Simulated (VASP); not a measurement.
# Ag (Fd-3m) in VASP: a series of runs

Ag is run at these levels: PBE; tasks: single point.

Everything below comes from runs of VASP 6.6.1. Logs are shortened: lines on timing, memory, paths and dates and some standing lists are left out, and cuts for length are marked.

**1. The cell of the first run**

It takes space group Fd-3m (No. 227, cubic). Conventional cell: a = 6.214 Å, b = 6.214 Å, c = 6.214 Å, α = 90.00°, β = 90.00°, γ = 90.00°. Ag (site symmetry -43m) has 4 Ag at 2.69 Å within 3.5 Å.

This isn't the form of Ag at room conditions, which is fcc.

**2. Single point, PBE**

File INCAR:

```
PREC = Accurate ; ENCUT = 520
EDIFF = 1E-7 ; ISMEAR = -1
SIGMA = 0.1 ; LREAL = F
LASPH = T ; NELM = 80
ALGO = Normal ; ISIF = 2
LWAVE = F ; LCHARG = T
GGA = PE ; LELF = T
LVHAR = T ; NBANDS = 18
```

File KPOINTS:

```
Automatic mesh
0
Gamma
  10 10 10
```

File POSCAR:

```
Ag
1.0
    0.0000000000      3.1069243572      3.1069243572
    3.1069243572      0.0000000000      3.1069243572
    3.1069243572      3.1069243572      0.0000000000
Ag
2
Direct
    0.1250000000      0.1250000000      0.1250000000
    0.8750000000      0.8750000000      0.8750000000
```

Potentials or basis: VASP PAW PBE potentials, release 64 (Ag).

On the command line:

```sh
$ cat potpaw_PBE.64/Ag/POTCAR > POTCAR
$ mpirun -np 1 vasp_std > vasp.out
```

OUTCAR:

```text
PREC = Accurate
   ENCUT = 520
   EDIFF = 1E-7
   ISMEAR = -1
   LREAL = F
   LASPH = T
   NELM = 80
   ISIF = 2
   GGA = PE

 ion  position               nearest neighbor table
   1  0.125  0.125  0.125-   2 2.69   2 2.69   2 2.69   2 2.69
   2  0.875  0.875  0.875-   1 2.69   1 2.69   1 2.69   1 2.69

  LATTYP: Found a face centered cubic cell.
 ALAT       =     6.2138487144

  Lattice vectors:

 A1 = (   0.0000000000,   3.1069243572,   3.1069243572)
 A2 = (   3.1069243572,   0.0000000000,   3.1069243572)
 A3 = (   3.1069243572,   3.1069243572,   0.0000000000)

Analysis of symmetry for initial positions (statically):
=====================================================================
 Subroutine PRICEL returns:
 Original cell was already a primitive cell.

 Routine SETGRP: Setting up the symmetry group for a
 face centered cubic supercell.

 Subroutine GETGRP returns: Found 48 space group operations
 (whereof 12 operations were pure point group operations)
 out of a pool of 48 trial point group operations.

The static configuration has the point symmetry D_3d.
 The point group associated with its full space group is O_h .

Analysis of symmetry for dynamics (positions and initial velocities):
=====================================================================
 Subroutine PRICEL returns:
 Original cell was already a primitive cell.

 Routine SETGRP: Setting up the symmetry group for a
 face centered cubic supercell.

 Subroutine GETGRP returns: Found 48 space group operations
 (whereof 12 operations were pure point group operations)
 out of a pool of 48 trial point group operations.

The dynamic configuration has the point symmetry D_3d.
 The point group associated with its full space group is O_h .

 Subroutine INISYM returns: Found 48 space group operations
 (whereof 12 operations are pure point group operations),
 and found     1 'primitive' translations

----------------------------------------------------------------------------------------

                                     Primitive cell

  volume of cell :      59.9822

  direct lattice vectors                    reciprocal lattice vectors
     0.000000000  3.106924357  3.106924357    -0.160930857  0.160930857  0.160930857
     3.106924357  0.000000000  3.106924357     0.160930857 -0.160930857  0.160930857
     3.106924357  3.106924357  0.000000000     0.160930857  0.160930857 -0.160930857

  length of vectors
     4.393854563  4.393854563  4.393854563     0.278740421  0.278740421  0.278740421

  position of ions in fractional coordinates (direct lattice)
     0.125000000  0.125000000  0.125000000
     0.875000000  0.875000000  0.875000000

  ion indices of the primitive-cell ions
   primitive index   ion index
                 1           1
                 2           2

----------------------------------------------------------------------------------------

 KPOINTS: Automatic mesh

Automatic generation of k-mesh.
 Grid dimensions read from file:
 generate k-points for:   10   10   10

 Generating k-lattice:

  Cartesian coordinates                     Fractional coordinates (reciprocal lattice)
    -0.016093086  0.016093086  0.016093086     0.100000000  0.000000000  0.000000000
     0.016093086 -0.016093086  0.016093086     0.000000000  0.100000000  0.000000000
     0.016093086  0.016093086 -0.016093086     0.000000000  0.000000000  0.100000000

  Length of vectors
     0.027874042  0.027874042  0.027874042

  Shift w.r.t. Gamma in fractional coordinates (k-lattice)
     0.000000000  0.000000000  0.000000000

 Subroutine IBZKPT returns following result:
 ===========================================

 Found     47 irreducible k-points:

 Following reciprocal coordinates:
            Coordinates               Weight
  0.000000  0.000000  0.000000      1.000000
  0.100000  0.000000  0.000000      8.000000
  0.200000  0.000000  0.000000      8.000000
  0.300000  0.000000  0.000000      8.000000
  0.400000  0.000000  0.000000      8.000000
  0.500000  0.000000  0.000000      4.000000
[... 16 lines left out ...]
  0.300000  0.300000  0.000000      6.000000
  0.400000  0.300000  0.000000     24.000000
 [... further k-points ...]
   k-points           NKPTS =     47   k-points in BZ     NKDIM =     47   number of bands    NBANDS=     18
   number of dos      NEDOS =    301   number of ions     NIONS =      2
   total plane-waves  NPLWV =  46656
   dimension x,y,z NGX =    36 NGY =   36 NGZ =   36
   dimension x,y,z NGXF=    72 NGYF=   72 NGZF=   72
   ions per type =               2
   NGX,Y,Z   is equivalent  to a cutoff of  13.62, 13.62, 13.62 a.u.
   NGXF,Y,Z  is equivalent  to a cutoff of  27.24, 27.24, 27.24 a.u.
 SYSTEM =  unknown system
   PREC   = accura    normal or accurate (medium, high low for compatibility)
   ISTART =      0    job   : 0-new  1-cont  2-samecut
   ICHARG =      2    charge: 1-file 2-atom 10-const
   ISPIN  =      1    spin polarized calculation?
   LNONCOLLINEAR =      F non collinear calculations
   LSORBIT =      F    spin-orbit coupling
   LASPH  =      T    aspherical Exc in radial PAW
   ENCUT  =  520.0 eV  38.22 Ry    6.18 a.u.   8.17  8.17  8.17*2*pi/ulx,y,z
   NELM   =     80;   NELMIN=  2; NELMDL= -5     # of ELM steps
   EDIFF  = 0.1E-06   stopping-criterion for ELM
   LREAL  =      F    real-space projection
   EDIFFG = 0.1E-05   stopping-criterion for IOM
   NSW    =      0    number of steps for IOM
   IBRION =     -1    ionic relax: 0-MD 1-quasi-New 2-CG
   NFREE  =      0    steps in history (QN), initial steepest desc. (CG)
   ISIF   =      2    stress and relaxation
   ISYM   =      2    0-nonsym 1-usesym 2-fastsym
   POTIM  = 0.5000    time-step for ionic-motion
   TEBEG  =    0.0;   TEEND  =   0.0 temperature during run
   PSTRESS=    0.0 pullay stress
   NELECT =      22.0000    total number of electrons
   NUPDOWN=      -1.0000    fix difference up-down
   EMIN   =  10.00;   EMAX   =-10.00  energy-range for DOS
   EFERMI =   0.00;   METHOD = LEGACY
   ISMEAR =    -1;   SIGMA  =   0.10  broadening in eV -4-tet -1-fermi 0-gaus
   EFERMI_NEDOS =   21; number of points for ismear=-14 and -15
   IALGO  =     38    algorithm
   IMIX   =      4    mixing-type and parameters
     AMIX     =   0.40;   BMIX     =  1.00
     AMIX_MAG =   1.60;   BMIX_MAG =  1.00
  volume/ion in A,a.u.               =      29.99       202.39
  Fermi-wavevector in a.u.,A,eV,Ry     =   1.171858  2.214491 18.684221  1.373252
  Thomas-Fermi vector in A             =   2.308296
   LORBIT       =      0    0 simple, 1 ext, 2 COOP (PROOUT), +10 PAW based schemes
   GGA     = PE    functional components
   LHFCALC =     F    Hartree Fock is set to
   AEXX    =    0.0000 exact exchange contribution
   IVDW    =     0    specifies the selected vdW correction
   LEPSILON=     F    determine dielectric tensor
   LRPA    =     F    only Hartree local field effects (RPA)
 non-spin polarized calculation
  energy-cutoff  :      520.00
  volume of cell :       59.98
 maximum number of plane-waves:      1639
 NGX is ok and might be reduce to    36
   NGX = 17   NGY = 17   NGZ = 17

 number of electron      21.9999999 magnetization

 Free energy of the ion-electron system (eV)
  ---------------------------------------------------
  ext. energy  EPLUGINS =         0.00000000
  ---------------------------------------------------
  free energy    TOTEN  =        -3.88607573 eV

  energy without entropy =       -3.86759552  energy(sigma->0) =       -3.87683563

 E-fermi :   2.6372     XC(G=0):  -8.8442

 val. band max:        2.5313629123   @ k =   0.5000   0.1000   0.0000
 cond. band min:       2.7592450335   @ k =   0.5000   0.5000   0.0000
 fundamental gap:      0.2278821212
 Fermi energy:         2.6371731419

 k-point     1 :       0.0000    0.0000    0.0000
  band No.  band energies     occupation
      1      -1.9962      2.00000
      2      -1.8183      2.00000
      3      -1.8183      2.00000
      4      -1.8183      2.00000
      5      -1.8167      2.00000
      6      -1.8167      2.00000
[... 10 lines left out ...]
     17      11.8432      0.00000
     18      12.3290      0.00000

 k-point     2 :       0.1000    0.0000    0.0000
  band No.  band energies     occupation
      1      -1.9068      2.00000
      2      -1.9068      2.00000
      3      -1.8960      2.00000
      4      -1.8101      2.00000
      5      -1.7062      2.00000
      6      -1.7062      2.00000
[... 10 lines left out ...]
     17      12.4537      0.00000
     18      12.9883      0.00000

 k-point     3 :       0.2000    0.0000    0.0000
  band No.  band energies     occupation
      1      -1.9535      2.00000
      2      -1.9535      2.00000
      3      -1.8338      2.00000
      4      -1.6117      2.00000
      5      -1.6117      2.00000
      6      -1.6002      2.00000
[... 10 lines left out ...]
     17      12.9702      0.00000
     18      13.2761      0.00000

 k-point     4 :       0.3000    0.0000    0.0000
  band No.  band energies     occupation
      1      -1.9535      2.00000
      2      -1.9535      2.00000
      3      -1.8268      2.00000
      4      -1.5771      2.00000
      5      -1.5771      2.00000
      6      -1.3851      2.00000
[... 375 lines left out ...]
      4      -1.6332      2.00000
      5      -1.3697      2.00000
      6      -1.3234      2.00000
[... 10 lines left out ...]
     17      13.2728      0.00000
     18      13.5157      0.00000

 k-point    23 :       0.3000    0.3000    0.0000
  band No.  band energies     occupation
      1      -2.1118      2.00000
      2      -1.8661      2.00000
      3      -1.8661      2.00000
      4      -1.4476      2.00000
      5      -1.4215      2.00000
      6      -1.2036      2.00000
[... 10 lines left out ...]
     17      16.4762      0.00000
     18      16.4762      0.00000

 k-point    24 :       0.4000    0.3000    0.0000
  band No.  band energies     occupation
      1      -2.1047      2.00000
      2      -1.8825      2.00000
      3      -1.8799      2.00000
      4      -1.5065      2.00000
      5      -1.3417      2.00000
      6      -1.1195      2.00000
[... 10 lines left out ...]
     17      16.3438      0.00000
     18      16.4605      0.00000

 [... further k-points ...]

------------------------ aborting loop because EDIFF is reached ----------------------------------------

  FORCE on cell =-STRESS in cart. coord.  units (eV):
  Direction    XX          YY          ZZ          XY          YZ          ZX
  --------------------------------------------------------------------------------------
  -------------------------------------------------------------------------------------
  Total       -0.0075985     -0.0075985     -0.0075985      0.0000000      0.0000000      0.0000000
  in kB       -0.2029619     -0.2029619     -0.2029619      0.0000000      0.0000000      0.0000000
  external PRESSURE =      -0.2029619 kB  Pullay stress =       0.0000000 kB

 VOLUME and BASIS-vectors are now :
 -----------------------------------------------------------------------------
  energy-cutoff  :      520.00
  volume of cell :       59.98
      direct lattice vectors                 reciprocal lattice vectors
     0.000000000  3.106924357  3.106924357    -0.160930857  0.160930857  0.160930857
     3.106924357  0.000000000  3.106924357     0.160930857 -0.160930857  0.160930857
     3.106924357  3.106924357  0.000000000     0.160930857  0.160930857 -0.160930857

 POSITION                                       TOTAL-FORCE (eV/Angst)
 -----------------------------------------------------------------------------------
      0.77673      0.77673      0.77673         0.000000      0.000000     -0.000000
      5.43712      5.43712      5.43712        -0.000000     -0.000000      0.000000
 -----------------------------------------------------------------------------------
    total drift:                                0.000000      0.000000      0.000000

  FREE ENERGIE OF THE ION-ELECTRON SYSTEM (eV)
  ---------------------------------------------------
  free  energy   TOTEN  =        -3.8860757349 eV

  energy  without entropy=       -3.8675955189  energy(sigma->0) =       -3.87683563
```

Wall time 28 s (1 thread of AMD EPYC 9R45 (Zen 5), shared host); peak memory 0.19 GiB.

What came out:

```
Free energy            : -3.8861 eV
Pressure               : 0.0 GPa
Band gap on the k mesh : zero (bands 11 and 12 overlap by 0.94 eV)
```

Levels at points of the mesh, in eV from the Fermi level:
```
           k point  band 8  band 9  band 10  band 11  band 12  band 13  band 14  band 15
(0.00, 0.00, 0.00)   -3.21   -3.21    -2.66    -2.66     8.48     8.48     8.48     9.21
(0.50, 0.00, 0.00)   -3.10   -2.70    -2.70    -0.91    -0.53     6.13     6.13     8.99
(0.50, 0.50, 0.00)   -3.46   -2.59    -2.59     0.12     0.12     3.51     3.51     6.98
```

**3. Single point, PBE (26.39 Å³/atom)**

This run uses another cell than the first one, of 26.39 Å³/atom.

File INCAR:

```
ALGO = Normal
EDIFF = 1E-6
ENCUT = 520
GGA = PE
ISIF = 2
ISMEAR = -1
LASPH = True
LCHARG = False
LREAL = False
LWAVE = False
NBANDS = 18
NELM = 60
PREC = Accurate
SIGMA = 0.1
```

File KPOINTS:

```
k-points
0
Gamma
  14 14 14
```

File POSCAR:

```
Ag
1.0
    0.0000000000      2.9773158119      2.9773158119
    2.9773158119      0.0000000000      2.9773158119
    2.9773158119      2.9773158119      0.0000000000
Ag
2
Direct
    0.1250000000      0.1250000000      0.1250000000
    0.8750000000      0.8750000000      0.8750000000
```

Potentials or basis: VASP PAW PBE potentials, release 64 (Ag).

On the command line:

```sh
$ cat potpaw_PBE.64/Ag/POTCAR > POTCAR
$ mpirun -np 1 vasp_std > vasp.out
```

OUTCAR:

```text
EDIFF = 1E-6
   ENCUT = 520
   GGA = PE
   ISIF = 2
   ISMEAR = -1
   LASPH = True
   LREAL = False
   NELM = 60
   PREC = Accurate

 ion  position               nearest neighbor table
   1  0.125  0.125  0.125-   2 2.58   2 2.58   2 2.58   2 2.58
   2  0.875  0.875  0.875-   1 2.58   1 2.58   1 2.58   1 2.58

  LATTYP: Found a face centered cubic cell.
 ALAT       =     5.9546316238

  Lattice vectors:

 A1 = (   0.0000000000,   2.9773158119,   2.9773158119)
 A2 = (   2.9773158119,   0.0000000000,   2.9773158119)
 A3 = (   2.9773158119,   2.9773158119,   0.0000000000)

Analysis of symmetry for initial positions (statically):
=====================================================================
 Subroutine PRICEL returns:
 Original cell was already a primitive cell.

 Routine SETGRP: Setting up the symmetry group for a
 face centered cubic supercell.

 Subroutine GETGRP returns: Found 48 space group operations
 (whereof 12 operations were pure point group operations)
 out of a pool of 48 trial point group operations.

The static configuration has the point symmetry D_3d.
[... 159 lines left out ...]

  energy without entropy =       -3.75390234  energy(sigma->0) =       -3.76417773

 E-fermi :   3.6700     XC(G=0):  -9.4823

 val. band max:        3.6512978852   @ k =  -0.3571   0.4286   0.1429
 cond. band min:       3.7093749912   @ k =  -0.2857   0.4286   0.1429
 fundamental gap:      0.0580771059
 Fermi energy:         3.6700046865

 k-point     1 :       0.0000    0.0000    0.0000
  band No.  band energies     occupation
      1      -1.5442      2.00000
      2      -1.2159      2.00000
      3      -1.2159      2.00000
      4      -1.1916      2.00000
      5      -1.1916      2.00000
      6      -1.1916      2.00000
[... 481 lines left out ...]
      5      -0.7758      2.00000
      6      -0.7025      2.00000
[... 10 lines left out ...]
     17      16.0095      0.00000
     18      16.5161      0.00000

 [... further k-points ...]

------------------------ aborting loop because EDIFF is reached ----------------------------------------

  FORCE on cell =-STRESS in cart. coord.  units (eV):
  Direction    XX          YY          ZZ          XY          YZ          ZX
  --------------------------------------------------------------------------------------
  -------------------------------------------------------------------------------------
  Total        1.8233558      1.8233558      1.8233558      0.0000000      0.0000000      0.0000000
  in kB       55.3448615     55.3448615     55.3448615      0.0000000      0.0000000      0.0000000
  external PRESSURE =      55.3448615 kB  Pullay stress =       0.0000000 kB

 VOLUME and BASIS-vectors are now :
 -----------------------------------------------------------------------------
  energy-cutoff  :      520.00
  volume of cell :       52.78
      direct lattice vectors                 reciprocal lattice vectors
     0.000000000  2.977315812  2.977315812    -0.167936501  0.167936501  0.167936501
     2.977315812  0.000000000  2.977315812     0.167936501 -0.167936501  0.167936501
     2.977315812  2.977315812  0.000000000     0.167936501  0.167936501 -0.167936501

 POSITION                                       TOTAL-FORCE (eV/Angst)
 -----------------------------------------------------------------------------------
      0.74433      0.74433      0.74433         0.000000      0.000000      0.000000
      5.21030      5.21030      5.21030        -0.000000     -0.000000     -0.000000
 -----------------------------------------------------------------------------------
    total drift:                                0.000000      0.000000     -0.000000

  FREE ENERGIE OF THE ION-ELECTRON SYSTEM (eV)
  ---------------------------------------------------
  free  energy   TOTEN  =        -3.7744531234 eV

  energy  without entropy=       -3.7539023388  energy(sigma->0) =       -3.76417773
```

OSZICAR:

```text
N       E                     dE             d eps       ncg     rms          rms(c)
DAV:   1     0.116158596201E+03    0.11616E+03   -0.11095E+04  3752   0.114E+03
DAV:   2    -0.216859101175E+01   -0.11833E+03   -0.11186E+03  3906   0.241E+02
DAV:   3    -0.401848107818E+01   -0.18499E+01   -0.18439E+01  4332   0.340E+01
DAV:   4    -0.402664138913E+01   -0.81603E-02   -0.81597E-02  4176   0.220E+00
DAV:   5    -0.402675203662E+01   -0.11065E-03   -0.11065E-03  4248   0.269E-01    0.570E+00
DAV:   6    -0.378579820890E+01    0.24095E+00   -0.80055E-01  4152   0.830E+00    0.407E+00
DAV:   7    -0.377782415058E+01    0.79741E-02   -0.83118E-03  4018   0.708E-01    0.223E+00
DAV:   8    -0.377442282395E+01    0.34013E-02   -0.91891E-04  3970   0.235E-01    0.243E-02
DAV:   9    -0.377444592522E+01   -0.23101E-04   -0.21639E-05  4422   0.335E-02    0.113E-02
DAV:  10    -0.377445313639E+01   -0.72112E-05   -0.53906E-06  4222   0.175E-02    0.925E-04
DAV:  11    -0.377445312341E+01    0.12981E-07   -0.54960E-08  2276   0.163E-03
   1 F= -.37744531E+01 E0= -.37641777E+01  d E =-.205508E-01
```

Wall time 34 s (1 thread of AMD EPYC 9R45 (Zen 5), shared host); peak memory 0.2 GiB.

Results:

| Quantity | Value |
| --- | --- |
| Free energy | -3.7745 eV |
| Pressure | 5.5 GPa |
| Band gap on the k mesh | zero (bands 11 and 12 overlap by 1.35 eV) |

Caveat: the cell stands under pressure.

**4. Single point, PBE (27.59 Å³/atom)**

This run uses another cell than the first one, of 27.59 Å³/atom.

File INCAR:

```
ALGO = Normal
EDIFF = 1E-7
ENCUT = 520
GGA = PE
ISIF = 2
ISMEAR = -1
LASPH = True
LCHARG = True
LELF = True
LREAL = False
LVHAR = True
LWAVE = False
NBANDS = 18
NELM = 60
PREC = Accurate
SIGMA = 0.1
```

KPOINTS is that of step 3.

File POSCAR:

```
Ag
1.0
    0.0000000000      3.0217599137      3.0217599137
    3.0217599137      0.0000000000      3.0217599137
    3.0217599137      3.0217599137      0.0000000000
Ag
2
Direct
    0.1250000000      0.1250000000      0.1250000000
    0.8750000000      0.8750000000      0.8750000000
```

On the command line:

```sh
$ cat potpaw_PBE.64/Ag/POTCAR > POTCAR
$ mpirun -np 1 vasp_std > vasp.out
```

Wall time 38 s (1 thread of AMD EPYC 9R45 (Zen 5), shared host); peak memory 0.2 GiB.

The run converged. Its results:

```yaml
Free_energy: -3.8398 eV
Pressure: 3.2 GPa
Band_gap_on_the_k_mesh: zero (bands 11 and 12 overlap by 1.24 eV)
```

Levels at points of the mesh, in eV from the Fermi level:
```
           k point  band 9  band 10  band 11  band 12  band 13  band 14
(0.00, 0.00, 0.00)   -3.30    -2.64    -2.64     9.04     9.04     9.04
(0.50, 0.00, 0.00)   -2.70    -2.70    -0.84    -0.73     6.47     6.47
(0.50, 0.50, 0.00)   -2.58    -2.58     0.17     0.17     3.57     3.57
```

Caveat: the cell stands under pressure.

[end of part 1 of 2]
